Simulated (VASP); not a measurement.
# Cu4O (I-43m) in VASP: single point with PBE

Aim: the single point of Cu4O with PBE.

Program: VASP 6.6.1. These are calculated values, not measurements. Logs are shortened: lines on timing, memory, paths and dates and some standing lists are left out, and cuts for length are marked.

## 1. The cell of the first run

Symmetry: I-43m, No. 217, cubic system. Conventional cell: a = 5.060 Å, b = 5.060 Å, c = 5.060 Å, α = 90.00°, β = 90.00°, γ = 90.00°. Cu (site symmetry 3m) has 2 O at 2.08 to 2.30 Å and 6 Cu at 2.54 Å within 2.8 Å. Within 2.8 Å of O (site symmetry -43m) lie 8 Cu at 2.08 to 2.30 Å.

## 2. Single point, PBE

The input, POSCAR:

```
Cu4O
1.0
   -2.5301449296      2.5301449296      2.5301449296
    2.5301449296     -2.5301449296      2.5301449296
    2.5301449296      2.5301449296     -2.5301449296
Cu O
4 1
Direct
    0.0000000000      0.0000000000      0.5250694048
    0.5250694048      0.0000000000      0.0000000000
    0.0000000000      0.5250694048      0.0000000000
    0.4749305952      0.4749305952      0.4749305952
    0.0000000000      0.0000000000      0.0000000000
```

The input, INCAR.step1:

```
ALGO = Normal
EDIFF = 1E-6
ENCUT = 520
GGA = PE
ISIF = 2
ISMEAR = 0
LASPH = T
LCHARG = T
LMAXMIX = 4
LREAL = F
LWAVE = F
NBANDS = 33
NELM = 100
PREC = Accurate
SIGMA = 0.1
```

The input, KPOINTS.step1:

```
k-points
0
Gamma
  10 10 10
```

The input, INCAR.step2:

```
ALGO = Normal
EDIFF = 1E-6
ENCUT = 520
GGA = PE
ICHARG = 11
ISIF = 2
ISMEAR = -5
LASPH = T
LCHARG = F
LMAXMIX = 4
LORBIT = 11
LREAL = F
LWAVE = F
NBANDS = 33
NEDOS = 1001
NELM = 100
PREC = Accurate
SIGMA = 0.1
```

The input, KPOINTS.step2:

```
k-points
0
Gamma
  15 15 15
```

Potentials or basis: VASP PAW PBE potentials, release 64 (Cu, O).

Run with:

```bash
> cat potpaw_PBE.64/Cu/POTCAR potpaw_PBE.64/O/POTCAR > POTCAR
> cp INCAR.step1 INCAR
> cp KPOINTS.step1 KPOINTS
> mpirun -np 1 vasp_std > vasp.out
> cp INCAR.step2 INCAR
> cp KPOINTS.step2 KPOINTS
> mpirun -np 1 vasp_std > vasp.out
```

OUTCAR:

```text
EDIFF = 1E-6
   ENCUT = 520
   GGA = PE
   ICHARG = 11
   ISIF = 2
   ISMEAR = -5
   LASPH = T
   LORBIT = 11
   LREAL = F
   NELM = 100
   PREC = Accurate

 ion  position               nearest neighbor table
   1  0.000  0.000  0.525-   5 2.08   5 2.30   4 2.54   2 2.54   2 2.54   3 2.54   3 2.54   4 2.54

   2  0.525  0.000  0.000-   5 2.08   5 2.30   4 2.54   3 2.54   4 2.54   1 2.54   3 2.54   1 2.54

   3  0.000  0.525  0.000-   5 2.08   5 2.30   4 2.54   2 2.54   1 2.54   2 2.54   1 2.54   4 2.54

   4  0.475  0.475  0.475-   5 2.08   5 2.30   3 2.54   2 2.54   1 2.54   2 2.54   3 2.54   1 2.54

   5  0.000  0.000  0.000-   1 2.08   2 2.08   3 2.08   4 2.08   3 2.30   1 2.30   2 2.30   4 2.30

  LATTYP: Found a body centered cubic cell.
 ALAT       =     5.0602898592

  Lattice vectors:

 A1 = (  -2.5301449296,   2.5301449296,   2.5301449296)
 A2 = (   2.5301449296,  -2.5301449296,   2.5301449296)
 A3 = (   2.5301449296,   2.5301449296,  -2.5301449296)

Analysis of symmetry for initial positions (statically):
=====================================================================
 Subroutine PRICEL returns:
 Original cell was already a primitive cell.

 Routine SETGRP: Setting up the symmetry group for a
 body centered cubic supercell.

 Subroutine GETGRP returns: Found 24 space group operations
 (whereof 24 operations were pure point group operations)
 out of a pool of 48 trial point group operations.

The static configuration has the point symmetry T_d .

Analysis of symmetry for dynamics (positions and initial velocities):
=====================================================================
 Subroutine PRICEL returns:
 Original cell was already a primitive cell.

 Routine SETGRP: Setting up the symmetry group for a
 body centered cubic supercell.

 Subroutine GETGRP returns: Found 24 space group operations
 (whereof 24 operations were pure point group operations)
 out of a pool of 48 trial point group operations.

The dynamic configuration has the point symmetry T_d .

 Subroutine INISYM returns: Found 24 space group operations
 (whereof 24 operations are pure point group operations),
 and found     1 'primitive' translations

----------------------------------------------------------------------------------------

                                     Primitive cell

  volume of cell :      64.7882

  direct lattice vectors                    reciprocal lattice vectors
    -2.530144930  2.530144930  2.530144930     0.000000000  0.197617138  0.197617138
     2.530144930 -2.530144930  2.530144930     0.197617138  0.000000000  0.197617138
     2.530144930  2.530144930 -2.530144930     0.197617138  0.197617138  0.000000000

  length of vectors
     4.382339569  4.382339569  4.382339569     0.279472837  0.279472837  0.279472837

  position of ions in fractional coordinates (direct lattice)
     0.000000000  0.000000000  0.525069405
     0.525069405  0.000000000  0.000000000
     0.000000000  0.525069405  0.000000000
     0.474930595  0.474930595  0.474930595
     0.000000000  0.000000000  0.000000000

  ion indices of the primitive-cell ions
   primitive index   ion index
                 1           1
                 2           2
                 3           3
                 4           4
                 5           5

----------------------------------------------------------------------------------------

 KPOINTS: k-points

Automatic generation of k-mesh.
 Grid dimensions read from file:
 generate k-points for:   15   15   15

 Generating k-lattice:

  Cartesian coordinates                     Fractional coordinates (reciprocal lattice)
     0.000000000  0.013174476  0.013174476     0.066666667  0.000000000  0.000000000
     0.013174476  0.000000000  0.013174476     0.000000000  0.066666667  0.000000000
     0.013174476  0.013174476  0.000000000     0.000000000  0.000000000  0.066666667

  Length of vectors
     0.018631522  0.018631522  0.018631522

  Shift w.r.t. Gamma in fractional coordinates (k-lattice)
     0.000000000  0.000000000  0.000000000

 TETIRR: Found   3891 inequivalent tetrahedra from    20250

 Subroutine IBZKPT returns following result:
 ===========================================

 Found    120 irreducible k-points:

 Following reciprocal coordinates:
            Coordinates               Weight
  0.000000  0.000000  0.000000      1.000000
  0.066667  0.000000  0.000000     12.000000
  0.133333  0.000000  0.000000     12.000000
  0.200000  0.000000  0.000000     12.000000
  0.266667  0.000000  0.000000     12.000000
  0.333333  0.000000  0.000000     12.000000
[... 16 lines left out ...]
  0.333333  0.200000  0.000000     48.000000
  0.400000  0.200000  0.000000     24.000000
 [... further k-points ...]
   k-points           NKPTS =    120   k-points in BZ     NKDIM =    120   number of bands    NBANDS=     33
   number of dos      NEDOS =   1001   number of ions     NIONS =      5
   total plane-waves  NPLWV =  46656
   dimension x,y,z NGX =    36 NGY =   36 NGZ =   36
   dimension x,y,z NGXF=    72 NGYF=   72 NGZF=   72
   ions per type =               4   1
   NGX,Y,Z   is equivalent  to a cutoff of  13.66, 13.66, 13.66 a.u.
   NGXF,Y,Z  is equivalent  to a cutoff of  27.31, 27.31, 27.31 a.u.
 SYSTEM =  unknown system
   PREC   = accura    normal or accurate (medium, high low for compatibility)
   ISTART =      0    job   : 0-new  1-cont  2-samecut
   ICHARG =     11    charge: 1-file 2-atom 10-const
   ISPIN  =      1    spin polarized calculation?
   LNONCOLLINEAR =      F non collinear calculations
   LSORBIT =      F    spin-orbit coupling
   LASPH  =      T    aspherical Exc in radial PAW
   ENCUT  =  520.0 eV  38.22 Ry    6.18 a.u.   8.15  8.15  8.15*2*pi/ulx,y,z
   NELM   =    100;   NELMIN=  2; NELMDL=  0     # of ELM steps
   EDIFF  = 0.1E-05   stopping-criterion for ELM
   LREAL  =      F    real-space projection
   EDIFFG = 0.1E-04   stopping-criterion for IOM
   NSW    =      0    number of steps for IOM
   IBRION =     -1    ionic relax: 0-MD 1-quasi-New 2-CG
   NFREE  =      0    steps in history (QN), initial steepest desc. (CG)
   ISIF   =      2    stress and relaxation
   ISYM   =      2    0-nonsym 1-usesym 2-fastsym
   POTIM  = 0.5000    time-step for ionic-motion
   TEBEG  =    0.0;   TEEND  =   0.0 temperature during run
   PSTRESS=    0.0 pullay stress
   NELECT =      50.0000    total number of electrons
   NUPDOWN=      -1.0000    fix difference up-down
   EMIN   =  10.00;   EMAX   =-10.00  energy-range for DOS
   EFERMI =   0.00;   METHOD = LEGACY
   ISMEAR =    -5;   SIGMA  =   0.10  broadening in eV -4-tet -1-fermi 0-gaus
   EFERMI_NEDOS =   21; number of points for ismear=-14 and -15
   IALGO  =     38    algorithm
   IMIX   =      4    mixing-type and parameters
     AMIX     =   0.40;   BMIX     =  1.00
     AMIX_MAG =   1.60;   BMIX_MAG =  1.00
  volume/ion in A,a.u.               =      12.96        87.44
  Fermi-wavevector in a.u.,A,eV,Ry     =   1.501641  2.837690 30.680125  2.254926
  Thomas-Fermi vector in A             =   2.612985
   LORBIT       =     11    0 simple, 1 ext, 2 COOP (PROOUT), +10 PAW based schemes
   GGA     = PE    functional components
   LHFCALC =     F    Hartree Fock is set to
   AEXX    =    0.0000 exact exchange contribution
   IVDW    =     0    specifies the selected vdW correction
   LEPSILON=     F    determine dielectric tensor
   LRPA    =     F    only Hartree local field effects (RPA)
 non-spin polarized calculation
 Fermi weights with tetrahedron method with Bloechl corrections
  energy-cutoff  :      520.00
  volume of cell :       64.79
 maximum number of plane-waves:      1767
 NGX is ok and might be reduce to    36

 number of electron      49.9999993 magnetization

 Free energy of the ion-electron system (eV)
  ---------------------------------------------------
  ext. energy  EPLUGINS =         0.00000000
  ---------------------------------------------------
  free energy    TOTEN  =       -18.58426162 eV

  energy without entropy =      -18.58426162  energy(sigma->0) =      -18.58426162

 E-fermi :   5.6836     XC(G=0): -11.5504

 val. band max:        5.7107846119   @ k =  -0.4000  -0.4667   0.2000
 cond. band min:       5.6204368644   @ k =  -0.3333   0.3333   0.3333
 fundamental gap:     -0.0903477474
 Fermi energy:         5.6835670172

 k-point     1 :       0.0000    0.0000    0.0000
  band No.  band energies     occupation
      1     -14.0993      2.00000
      2      -0.7188      2.00000
      3       0.1624      2.00000
      4       0.1624      2.00000
      5       0.1624      2.00000
      6       1.7180      2.00000
[... 25 lines left out ...]
     32      13.4760      0.00000
     33      13.4760      0.00000

 k-point     2 :       0.0667    0.0000    0.0000
  band No.  band energies     occupation
      1     -14.0932      2.00000
      2      -0.7603      2.00000
      3       0.1074      2.00000
      4       0.1366      2.00000
      5       0.1664      2.00000
      6       1.7409      2.00000
[... 25 lines left out ...]
     32      13.3478      0.00000
     33      13.5030      0.00000

 k-point     3 :       0.1333    0.0000    0.0000
  band No.  band energies     occupation
      1     -14.0758      2.00000
      2      -0.8909      2.00000
      3      -0.0357      2.00000
      4       0.0692      2.00000
      5       0.2153      2.00000
      6       1.8039      2.00000
[... 25 lines left out ...]
     32      13.2319      0.00000
     33      13.6055      0.00000

 k-point     4 :       0.2000    0.0000    0.0000
  band No.  band energies     occupation
      1     -14.0499      2.00000
      2      -1.0940      2.00000
      3      -0.2218      2.00000
      4      -0.0192      2.00000
      5       0.3530      2.00000
      6       1.8960      2.00000
[... 25 lines left out ...]
     32      13.7425      0.00000
     33      13.8127      0.00000

 k-point     5 :       0.2667    0.0000    0.0000
  band No.  band energies     occupation
      1     -14.0199      2.00000
      2      -1.3206      2.00000
      3      -0.4099      2.00000
      4      -0.1090      2.00000
      5       0.5795      2.00000
      6       2.0021      2.00000
[... 604 lines left out ...]
 k-point    22 :       0.2667    0.2000    0.0000
  band No.  band energies     occupation
      1     -13.9626      2.00000
      2      -1.5581      2.00000
      3      -0.8381      2.00000
      4      -0.4018      2.00000
      5       1.2866      2.00000
      6       2.1663      2.00000
[... 25 lines left out ...]
     32      14.6213      0.00000
     33      15.7724      0.00000

 k-point    23 :       0.3333    0.2000    0.0000
  band No.  band energies     occupation
      1     -13.9479      2.00000
      2      -1.5999      2.00000
      3      -0.9694      2.00000
      4      -0.4408      2.00000
      5       1.5991      2.00000
      6       2.0850      2.00000
[... 25 lines left out ...]
     32      15.0294      0.00000
     33      15.7567      0.00000

 k-point    24 :       0.4000    0.2000    0.0000
  band No.  band energies     occupation
      1     -13.9427      2.00000
      2      -1.6117      2.00000
      3      -1.0179      2.00000
      4      -0.4539      2.00000
      5       1.8645      2.00000
      6       1.8972      2.00000
[... 25 lines left out ...]
     32      14.9906      0.00000
     33      15.9907      0.00000

 [... further k-points ...]

------------------------ aborting loop because EDIFF is reached ----------------------------------------

  FORCE on cell =-STRESS in cart. coord.  units (eV):
  Direction    XX          YY          ZZ          XY          YZ          ZX
  --------------------------------------------------------------------------------------
  -------------------------------------------------------------------------------------
  Total        0.2259077      0.2259077      0.2259077      0.0000000     -0.0000000      0.0000000
  in kB        5.5865725      5.5865725      5.5865725      0.0000000     -0.0000000      0.0000000
  external PRESSURE =       5.5865725 kB  Pullay stress =       0.0000000 kB

 VOLUME and BASIS-vectors are now :
 -----------------------------------------------------------------------------
  energy-cutoff  :      520.00
  volume of cell :       64.79
      direct lattice vectors                 reciprocal lattice vectors
    -2.530144930  2.530144930  2.530144930     0.000000000  0.197617138  0.197617138
     2.530144930 -2.530144930  2.530144930     0.197617138  0.000000000  0.197617138
     2.530144930  2.530144930 -2.530144930     0.197617138  0.197617138  0.000000000

 POSITION                                       TOTAL-FORCE (eV/Angst)
 -----------------------------------------------------------------------------------
      1.32850      1.32850     -1.32850        -0.013766     -0.013766      0.013766
     -1.32850      1.32850      1.32850         0.013766     -0.013766     -0.013766
      1.32850     -1.32850      1.32850        -0.013766      0.013766     -0.013766
      1.20164      1.20164      1.20164         0.013766      0.013766      0.013766
      0.00000      0.00000      0.00000        -0.000000      0.000000      0.000000
 -----------------------------------------------------------------------------------
    total drift:                                0.000003      0.000003      0.000002

  FREE ENERGIE OF THE ION-ELECTRON SYSTEM (eV)
  ---------------------------------------------------
  free  energy   TOTEN  =       -18.5842616180 eV

  energy  without entropy=      -18.5842616180  energy(sigma->0) =      -18.58426162

 total charge

# of ion       s       p       d       tot
------------------------------------------
    1        0.396   0.262   9.232   9.890
    2        0.396   0.262   9.232   9.890
    3        0.396   0.262   9.232   9.890
    4        0.396   0.262   9.232   9.890
    5        1.624   3.258   0.000   4.882
--------------------------------------------------
tot          3.209   4.308  36.927  44.444
```

Run time: 1.8 min. Hardware: 1 thread of Intel Xeon 6975P-C (Granite Rapids), shared host; peak memory 0.32 GiB.

Results:

| Quantity | Value |
| --- | --- |
| Valence electrons inside the program's atomic spheres | Cu 9.89; O 4.88 |

Caveat: tetrahedron occupations give inexact forces and stress in metals.
